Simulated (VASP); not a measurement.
# KF (Fmmm) in VASP: a series of runs

Runs on KF. Level: LDA. Tasks: single point.

Everything below comes from runs of VASP 6.6.1. Logs are shortened: lines on timing, memory, paths and dates and some standing lists are left out, and cuts for length are marked.

## Step 1: The cell of the first run

It takes space group Fmmm (No. 69, orthorhombic). The conventional cell has a = 4.776 Å, b = 4.802 Å, c = 5.163 Å, α = 90.00°, β = 90.00°, γ = 90.00°. K (site symmetry mmm) has 6 F at 2.39 to 2.58 Å within 3.2 Å. Within 3.2 Å of F (site symmetry mmm) lie 6 K at 2.39 to 2.58 Å.

## Step 2: Single point, LDA (normal strain along x -0.0700, normal strain along z -0.0750)

The input, INCAR:

```
ALGO = Normal ; EDIFF = 1E-6
ENCUT = 520 ; GGA = CA
ISIF = 2 ; ISMEAR = 0
LASPH = True ; LCHARG = False
LREAL = False ; LWAVE = False
NBANDS = 15 ; NELM = 100
PREC = Accurate ; SIGMA = 0.05
```

The input, KPOINTS:

```
k-points
0
Gamma
  8 8 8
```

The input, POSCAR:

```
KF
1.0
    0.0000000000      2.5817196783      2.3880907024
    2.4009993008      0.0000000000      2.3880907024
    2.4009993008      2.5817196783      0.0000000000
K F
1 1
Direct
    0.0000000000      0.0000000000      0.0000000000
    0.5000000000      0.5000000000      0.5000000000
```

Potentials or basis: VASP PAW LDA potentials, release 64 (K_sv, F).

Run with:

```bash
$ cat potpaw_LDA.64/K_sv/POTCAR potpaw_LDA.64/F/POTCAR > POTCAR
$ mpirun -np 1 vasp_std > vasp.out
```

OUTCAR:

```text
EDIFF = 1E-6
   ENCUT = 520
   GGA = CA
   ISIF = 2
   ISMEAR = 0
   LASPH = True
   LREAL = False
   NELM = 100
   PREC = Accurate

 ion  position               nearest neighbor table
   1  0.000  0.000  0.000-   2 2.39   2 2.39   2 2.40   2 2.40   2 2.58   2 2.58
   2  0.500  0.500  0.500-   1 2.39   1 2.39   1 2.40   1 2.40   1 2.58   1 2.58

  LATTYP: Found a face centered orthorhombic cell.
 ALAT       =     4.7761814048
 B/A-ratio  =     1.0054054054
 C/A-ratio  =     1.0810810811

  Lattice vectors:

 A1 = (   2.4009993008,   2.5817196783,   0.0000000000)
 A2 = (   0.0000000000,   2.5817196783,   2.3880907024)
 A3 = (   2.4009993008,   0.0000000000,   2.3880907024)

Analysis of symmetry for initial positions (statically):
=====================================================================
 Subroutine PRICEL returns:
 Original cell was already a primitive cell.

 Routine SETGRP: Setting up the symmetry group for a
 face centered orthorhombic supercell.

 Subroutine GETGRP returns: Found  8 space group operations
 (whereof  8 operations were pure point group operations)
 out of a pool of  8 trial point group operations.

The static configuration has the point symmetry D_2h.

Analysis of symmetry for dynamics (positions and initial velocities):
=====================================================================
 Subroutine PRICEL returns:
 Original cell was already a primitive cell.

 Routine SETGRP: Setting up the symmetry group for a
 face centered orthorhombic supercell.

 Subroutine GETGRP returns: Found  8 space group operations
 (whereof  8 operations were pure point group operations)
 out of a pool of  8 trial point group operations.

The dynamic configuration has the point symmetry D_2h.

 Subroutine INISYM returns: Found  8 space group operations
 (whereof  8 operations are pure point group operations),
 and found     1 'primitive' translations

----------------------------------------------------------------------------------------

                                     Primitive cell

  volume of cell :      29.6061

  direct lattice vectors                    reciprocal lattice vectors
     0.000000000  2.581719678  2.388090702    -0.208246625  0.193669361  0.209372282
     2.400999301  0.000000000  2.388090702     0.208246625 -0.193669361  0.209372282
     2.400999301  2.581719678  0.000000000     0.208246625  0.193669361 -0.209372282

  length of vectors
     3.516852812  3.386410319  3.525631027     0.353144773  0.353144773  0.353144773

[... 79 lines left out ...]
   NELM   =    100;   NELMIN=  2; NELMDL= -5     # of ELM steps
   EDIFF  = 0.1E-05   stopping-criterion for ELM
   LREAL  =      F    real-space projection
[... 7 lines left out ...]
   TEBEG  =    0.0;   TEEND  =   0.0 temperature during run
   PSTRESS=    0.0 pullay stress
   NELECT =      16.0000    total number of electrons
   NUPDOWN=      -1.0000    fix difference up-down
   EMIN   =  10.00;   EMAX   =-10.00  energy-range for DOS
   EFERMI =   0.00;   METHOD = LEGACY
   ISMEAR =     0;   SIGMA  =   0.05  broadening in eV -4-tet -1-fermi 0-gaus
   EFERMI_NEDOS =   21; number of points for ismear=-14 and -15
   IALGO  =     38    algorithm
   IMIX   =      4    mixing-type and parameters
     AMIX     =   0.40;   BMIX     =  1.00
     AMIX_MAG =   1.60;   BMIX_MAG =  1.00
  volume/ion in A,a.u.               =      14.80        99.90
  Fermi-wavevector in a.u.,A,eV,Ry     =   1.333483  2.519918 24.193569  1.778177
  Thomas-Fermi vector in A             =   2.462338
   LORBIT       =      0    0 simple, 1 ext, 2 COOP (PROOUT), +10 PAW based schemes
   GGA     = CA    functional components
   LHFCALC =     F    Hartree Fock is set to
   AEXX    =    0.0000 exact exchange contribution
   IVDW    =     0    specifies the selected vdW correction
   LEPSILON=     F    determine dielectric tensor
   LRPA    =     F    only Hartree local field effects (RPA)
 non-spin polarized calculation
 Gauss-broadening in eV      SIGMA  =   0.05
  energy-cutoff  :      520.00
  volume of cell :       29.61
 maximum number of plane-waves:       815
 NGX is ok and might be reduce to    28
   NGX = 13   NGY = 13   NGZ = 13

 number of electron      16.0000003 magnetization

 Free energy of the ion-electron system (eV)
  ---------------------------------------------------
  ext. energy  EPLUGINS =         0.00000000
  ---------------------------------------------------
  free energy    TOTEN  =        -8.87298643 eV

  energy without entropy =       -8.87298643  energy(sigma->0) =       -8.87298643

 E-fermi :  -1.7928     XC(G=0): -10.3481

 val. band max:       -2.1225938003   @ k =   0.0000   0.5000   0.5000
 cond. band min:       4.8532511688   @ k =   0.0000   0.0000   0.0000
 fundamental gap:      6.9758449692
 Fermi energy:        -1.7927663416

 k-point     1 :       0.0000    0.0000    0.0000
  band No.  band energies     occupation
      1     -27.4927      2.00000
      2     -20.6801      2.00000
      3     -10.6622      2.00000
      4     -10.6496      2.00000
      5     -10.5989      2.00000
      6      -2.5244      2.00000
      7      -2.2659      2.00000
      8      -2.2367      2.00000
      9       4.8533      0.00000
     10       8.3894      0.00000
     11       8.9639      0.00000
     12       9.0036      0.00000
     13      10.5568      0.00000
     14      11.3465      0.00000
[... 401 lines left out ...]
      2     -20.9422      2.00000
      3     -11.0564      2.00000
      4     -10.7932      2.00000
      5     -10.7293      2.00000
      6      -3.2032      2.00000
      7      -2.7672      2.00000
      8      -2.6517      2.00000
      9       7.3633      0.00000
     10       8.2286      0.00000
     11      10.3865      0.00000
     12      10.9262      0.00000
     13      12.1214      0.00000
     14      12.8648      0.00000
     15      17.7117      0.00000

 [... further k-points ...]
[... 5 lines left out ...]
  --------------------------------------------------------------------------------------
  -------------------------------------------------------------------------------------
  Total        2.7098804      0.6085569      2.9274307      0.0000000      0.0000000      0.0000000
  in kB      146.6488866     32.9328918    158.4219217      0.0000000      0.0000000      0.0000000
  external PRESSURE =     112.6679000 kB  Pullay stress =       0.0000000 kB

 VOLUME and BASIS-vectors are now :
 -----------------------------------------------------------------------------
  energy-cutoff  :      520.00
  volume of cell :       29.61
      direct lattice vectors                 reciprocal lattice vectors
     0.000000000  2.581719678  2.388090702    -0.208246625  0.193669361  0.209372282
     2.400999301  0.000000000  2.388090702     0.208246625 -0.193669361  0.209372282
     2.400999301  2.581719678  0.000000000     0.208246625  0.193669361 -0.209372282

 POSITION                                       TOTAL-FORCE (eV/Angst)
 -----------------------------------------------------------------------------------
      0.00000      0.00000      0.00000         0.000000      0.000000      0.000000
      2.40100      2.58172      2.38809         0.000000     -0.000000     -0.000000
 -----------------------------------------------------------------------------------
    total drift:                                0.000000      0.000000      0.000000

  FREE ENERGIE OF THE ION-ELECTRON SYSTEM (eV)
  ---------------------------------------------------
  free  energy   TOTEN  =        -8.8729864271 eV

  energy  without entropy=       -8.8729864271  energy(sigma->0) =       -8.87298643
```

OSZICAR:

```text
N       E                     dE             d eps       ncg     rms          rms(c)
DAV:   1     0.119493226857E+03    0.11949E+03   -0.85059E+03  2850   0.108E+03
DAV:   2    -0.549499515109E+01   -0.12499E+03   -0.10918E+03  3637   0.298E+02
DAV:   3    -0.996441829141E+01   -0.44694E+01   -0.44412E+01  3679   0.527E+01
DAV:   4    -0.100613127897E+02   -0.96894E-01   -0.96873E-01  3678   0.795E+00
DAV:   5    -0.100638921643E+02   -0.25794E-02   -0.25793E-02  3925   0.994E-01    0.742E+00
DAV:   6    -0.893422879700E+01    0.11297E+01   -0.29327E+00  3236   0.182E+01    0.660E+00
DAV:   7    -0.889568790986E+01    0.38541E-01   -0.68280E-02  3711   0.226E+00    0.391E+00
DAV:   8    -0.887296762353E+01    0.22720E-01   -0.38422E-02  3760   0.199E+00    0.204E-01
DAV:   9    -0.887293661171E+01    0.31012E-04   -0.27028E-03  3305   0.443E-01    0.882E-02
DAV:  10    -0.887299681459E+01   -0.60203E-04   -0.26013E-04  3913   0.194E-01    0.379E-02
DAV:  11    -0.887298533490E+01    0.11480E-04   -0.20838E-05  3923   0.579E-02    0.132E-02
DAV:  12    -0.887298638816E+01   -0.10533E-05   -0.25569E-06  3305   0.186E-02    0.168E-03
DAV:  13    -0.887298642705E+01   -0.38898E-07   -0.96530E-08  1971   0.346E-03
   1 F= -.88729864E+01 E0= -.88729864E+01  d E =-.823530E-23
```

stdout:

```text
POSCAR found type information on POSCAR K F
 POSCAR found :  2 types and       2 ions
 scaLAPACK will be used
 LDA part: xc-table for (Slater(with rela. corr.)+CA(PZ))
 , standard interpolation
 POSCAR, INCAR and KPOINTS ok, starting setup
 FFT: planning ... GRIDC
 FFT: planning ... GRID_SOFT
 FFT: planning ... GRID
 WAVECAR not read
 entering main loop
```

Run time: 85 s. Hardware: 1 thread of Intel Xeon 8259CL, shared host; peak memory 0.17 GiB.

Results:

```yaml
Free_energy: -8.8730 eV
Pressure: 11.3 GPa
Band_gap_on_the_k_mesh: 6.98 eV (least direct gap 7.09 eV)
```

Levels at points of the mesh, in eV from the valence-band top:
| k point | band 4 | band 5 | band 6 | band 7 | band 8 | band 9 | band 10 | band 11 | band 12 | band 13 |
| --- | --- | --- | --- | --- | --- | --- | --- | --- | --- | --- |
| (0.00, 0.00, 0.00) | -8.53 | -8.48 | -0.40 | -0.14 | -0.11 | 6.98 | 10.51 | 11.09 | 11.13 | 12.68 |
| (0.50, 0.00, 0.00) | -8.59 | -8.47 | -1.43 | -0.92 | -0.91 | 9.54 | 11.96 | 12.75 | 13.23 | 15.68 |
| (0.50, 0.50, 0.00) | -9.18 | -8.92 | -0.37 | -0.03 | -0.01 | 7.61 | 11.39 | 13.54 | 14.73 | 15.21 |
| (0.50, 0.00, 0.50) | -8.93 | -8.91 | -0.40 | -0.10 | -0.07 | 7.91 | 11.45 | 12.86 | 14.75 | 15.61 |
| (0.00, 0.50, 0.50) | -9.19 | -8.90 | -0.37 | -0.04 | 0.00 | 7.64 | 11.37 | 13.49 | 14.73 | 15.18 |

Caveat: the cell differs from its parent crystal (normal strain along x -0.0700, normal strain along z -0.0750); the stress differs along the axes, from 3 to 16 GPa. A k mesh can miss the band edges.

## Step 3: Single point, LDA (normal strain along x +0.0175, normal strain along z -0.1500)

The input, INCAR:

```
SYSTEM = KF
  ALGO = Normal
  EDIFF = 1E-7
  ENCUT = 520
  GGA = CA
  ISIF = 2
  ISMEAR = 0
  LASPH = .True.
  LCHARG = .False.
  LREAL = .False.
  LWAVE = .False.
  NBANDS = 15
  NELM = 60
  PREC = Accurate
  SIGMA = 0.05
```

The input, KPOINTS:

```
k-points
0
Gamma
  8 8 8
  0 0 0
```

The input, POSCAR:

```
KF
1.0
    0.0000000000      2.5817196783      2.1944617266
    2.6268997727      0.0000000000      2.1944617266
    2.6268997727      2.5817196783      0.0000000000
K F
1 1
Direct
    0.0000000000      0.0000000000      0.0000000000
    0.5000000000      0.5000000000      0.5000000000
```

Potentials or basis: VASP PAW LDA potentials, release 64 (K_sv, F).

Run with:

```bash
$ cat potpaw_LDA.64/K_sv/POTCAR potpaw_LDA.64/F/POTCAR > POTCAR
$ mpirun -np 1 vasp_std > vasp.out
```

Run time: 87 s. Hardware: 1 thread of Intel Xeon 8259CL, shared host; peak memory 0.17 GiB.

It converged, with:

- Free energy: -8.5551 eV
- Pressure: 16.4 GPa
- Band gap on the k mesh: 5.95 eV (least direct gap 6.11 eV)

Stress tensor (GPa, compression positive):
```
 1.97  0.00  0.00
 0.00  3.71  0.00
 0.00  0.00 43.54
```

Levels at points of the mesh, in eV from the valence-band top:
```csv
k point,band 6,band 7,band 8,band 9,band 10,band 11
"(0.00, 0.00, 0.00)",-1.18,-1.15,-0.16,5.95,9.88,10.02
"(0.50, 0.00, 0.00)",-2.14,-1.70,-1.67,8.77,11.08,11.77
"(0.50, 0.50, 0.00)",-1.08,-1.01,0.00,6.54,11.06,13.47
"(0.50, 0.00, 0.50)",-1.21,-1.08,-0.05,7.43,10.41,11.99
"(0.00, 0.50, 0.50)",-1.17,-1.14,-0.07,7.46,10.48,11.84
```

Caveat: the cell differs from its parent crystal (normal strain along x +0.0175, normal strain along z -0.1500); the stress differs along the axes, from 2 to 44 GPa. A k mesh can miss the band edges.

## Step 4: Single point, LDA (normal strain along x -0.0175, normal strain along z -0.1125)

The input, INCAR:

```
SYSTEM = KF
PREC = Accurate
ENCUT = 520
EDIFF = 1E-6
ISMEAR = 0
SIGMA = 0.05
LREAL = .False.
LASPH = .True.
NELM = 60
ALGO = Normal
ISIF = 2
LWAVE = .False.
LCHARG = .False.
GGA = CA
NBANDS = 15
```

The input, KPOINTS:

```
Automatic mesh
0
Gamma
  8 8 8
  0 0 0
```

The input, POSCAR:

```
KF
1.0
    0.0000000000      2.5817196783      2.2912762145
    2.5365395839      0.0000000000      2.2912762145
    2.5365395839      2.5817196783      0.0000000000
K F
1 1
Direct
    0.0000000000      0.0000000000      0.0000000000
    0.5000000000      0.5000000000      0.5000000000
```

Potentials or basis: VASP PAW LDA potentials, release 64 (K_sv, F).

Run with:

```bash
$ cat potpaw_LDA.64/K_sv/POTCAR potpaw_LDA.64/F/POTCAR > POTCAR
$ mpirun -np 1 vasp_std > vasp.out
```

OUTCAR:

```text
SYSTEM = KF
   PREC = Accurate
   ENCUT = 520
   EDIFF = 1E-6
   ISMEAR = 0
   LREAL = .False.
   LASPH = .True.
   NELM = 60
   ISIF = 2
   GGA = CA

 ion  position               nearest neighbor table
   1  0.000  0.000  0.000-   2 2.29   2 2.29   2 2.54   2 2.54   2 2.58   2 2.58
   2  0.500  0.500  0.500-   1 2.29   1 2.29   1 2.54   1 2.54   1 2.58   1 2.58

  LATTYP: Found a face centered orthorhombic cell.
 ALAT       =     4.5825524290
 B/A-ratio  =     1.1070422535
 C/A-ratio  =     1.1267605634

  Lattice vectors:

 A1 = (   2.5365395839,   2.5817196783,   0.0000000000)
 A2 = (   0.0000000000,   2.5817196783,   2.2912762145)
 A3 = (   2.5365395839,   0.0000000000,   2.2912762145)

Analysis of symmetry for initial positions (statically):
=====================================================================
 Subroutine PRICEL returns:
 Original cell was already a primitive cell.

 Routine SETGRP: Setting up the symmetry group for a
 face centered orthorhombic supercell.

 Subroutine GETGRP returns: Found  8 space group operations
 (whereof  8 operations were pure point group operations)
 out of a pool of  8 trial point group operations.

The static configuration has the point symmetry D_2h.

Analysis of symmetry for dynamics (positions and initial velocities):
=====================================================================
 Subroutine PRICEL returns:
 Original cell was already a primitive cell.

 Routine SETGRP: Setting up the symmetry group for a
 face centered orthorhombic supercell.

 Subroutine GETGRP returns: Found  8 space group operations
 (whereof  8 operations were pure point group operations)
 out of a pool of  8 trial point group operations.

The dynamic configuration has the point symmetry D_2h.

 Subroutine INISYM returns: Found  8 space group operations
 (whereof  8 operations are pure point group operations),
 and found     1 'primitive' translations

----------------------------------------------------------------------------------------

                                     Primitive cell

  volume of cell :      30.0095

[... 114 lines left out ...]
   LHFCALC =     F    Hartree Fock is set to
   AEXX    =    0.0000 exact exchange contribution
   IVDW    =     0    specifies the selected vdW correction
   LEPSILON=     F    determine dielectric tensor
   LRPA    =     F    only Hartree local field effects (RPA)
 non-spin polarized calculation
 Gauss-broadening in eV      SIGMA  =   0.05
  energy-cutoff  :      520.00
  volume of cell :       30.01
 maximum number of plane-waves:       829
 NGX is ok and might be reduce to    28
   NGX = 13   NGY = 13   NGZ = 13

 number of electron      16.0000005 magnetization

 Free energy of the ion-electron system (eV)
  ---------------------------------------------------
  ext. energy  EPLUGINS =         0.00000000
  ---------------------------------------------------
  free energy    TOTEN  =        -8.81028275 eV

  energy without entropy =       -8.81028275  energy(sigma->0) =       -8.81028275

 E-fermi :  -1.6078     XC(G=0): -10.2684

 val. band max:       -1.8890050098   @ k =   0.5000   0.5000   0.0000
 cond. band min:       4.6233215860   @ k =   0.0000   0.0000   0.0000
 fundamental gap:      6.5123265959
 Fermi energy:        -1.6078021931

 k-point     1 :       0.0000    0.0000    0.0000
  band No.  band energies     occupation
      1     -27.5504      2.00000
      2     -20.7344      2.00000
      3     -10.8743      2.00000
      4     -10.6609      2.00000
      5     -10.6564      2.00000
      6      -2.5807      2.00000
      7      -2.5378      2.00000
      8      -2.0093      2.00000
      9       4.6233      0.00000
     10       8.4068      0.00000
     11       8.5500      0.00000
     12       9.2909      0.00000
     13      10.1118      0.00000
     14      11.7331      0.00000
[... 401 lines left out ...]
      2     -21.0042      2.00000
      3     -11.1177      2.00000
      4     -10.8678      2.00000
      5     -10.8118      2.00000
      6      -3.2569      2.00000
      7      -2.8848      2.00000
      8      -2.6054      2.00000
      9       7.2053      0.00000
     10       8.0706      0.00000
     11      10.1674      0.00000
     12      10.9175      0.00000
     13      11.9635      0.00000
     14      12.9823      0.00000
     15      17.4241      0.00000

 [... further k-points ...]
[... 5 lines left out ...]
  --------------------------------------------------------------------------------------
  -------------------------------------------------------------------------------------
  Total        0.9770457      0.5911485      4.9416053      0.0000000      0.0000000      0.0000000
  in kB       52.1635660     31.5608723    263.8277438      0.0000000      0.0000000      0.0000000
  external PRESSURE =     115.8507274 kB  Pullay stress =       0.0000000 kB

 VOLUME and BASIS-vectors are now :
 -----------------------------------------------------------------------------
  energy-cutoff  :      520.00
  volume of cell :       30.01
      direct lattice vectors                 reciprocal lattice vectors
     0.000000000  2.581719678  2.291276214    -0.197118942  0.193669361  0.218218998
     2.536539584  0.000000000  2.291276214     0.197118942 -0.193669361  0.218218998
     2.536539584  2.581719678  0.000000000     0.197118942  0.193669361 -0.218218998

 POSITION                                       TOTAL-FORCE (eV/Angst)
 -----------------------------------------------------------------------------------
      0.00000      0.00000      0.00000         0.000000     -0.000000      0.000000
      2.53654      2.58172      2.29128         0.000000      0.000000      0.000000
 -----------------------------------------------------------------------------------
    total drift:                                0.000000      0.000000      0.000000

  FREE ENERGIE OF THE ION-ELECTRON SYSTEM (eV)
  ---------------------------------------------------
  free  energy   TOTEN  =        -8.8102827533 eV

  energy  without entropy=       -8.8102827533  energy(sigma->0) =       -8.81028275
```

Run time: 92 s. Hardware: 1 thread of Intel Xeon 8259CL, shared host; peak memory 0.17 GiB.

What came out:

```
Free energy            : -8.8103 eV
Pressure               : 11.6 GPa
Band gap on the k mesh : 6.51 eV (least direct gap 6.63 eV)
```

Stress tensor (GPa, compression positive):
```
 5.22  0.00  0.00
 0.00  3.16  0.00
 0.00  0.00 26.38
```

Caveat: the cell differs from its parent crystal (normal strain along x -0.0175, normal strain along z -0.1125); the stress differs along the axes, from 3 to 26 GPa.

## Step 5: The runs side by side

```tsv
cell	gap on the mesh (eV)	pressure (GPa)
a = 3.517, b = 3.386, c = 3.526 Å, angles 61.1, 57.5, 61.4°, 2 atoms	6.98	11.3
a = 3.388, b = 3.423, c = 3.683 Å, angles 56.8, 57.7, 65.5°, 2 atoms	5.95	16.4
a = 3.452, b = 3.418, c = 3.619 Å, angles 58.7, 57.8, 63.6°, 2 atoms	6.51	11.6
```

Alike in all rows: task single point; level LDA; potentials or basis VASP PAW LDA potentials, release 64 (K_sv, F); no spin polarisation; k mesh 8 × 8 × 8; cutoff (eV) 520; smearing gaussian 0.05 eV.

Caveats: the stress differs along the axes, from 3 to 16 GPa (at least some runs); the stress differs along the axes, from 2 to 44 GPa (at least some runs); the stress differs along the axes, from 3 to 26 GPa (at least some runs).

Total energies depend on the potentials used, so only differences within one code and one set of settings carry meaning.
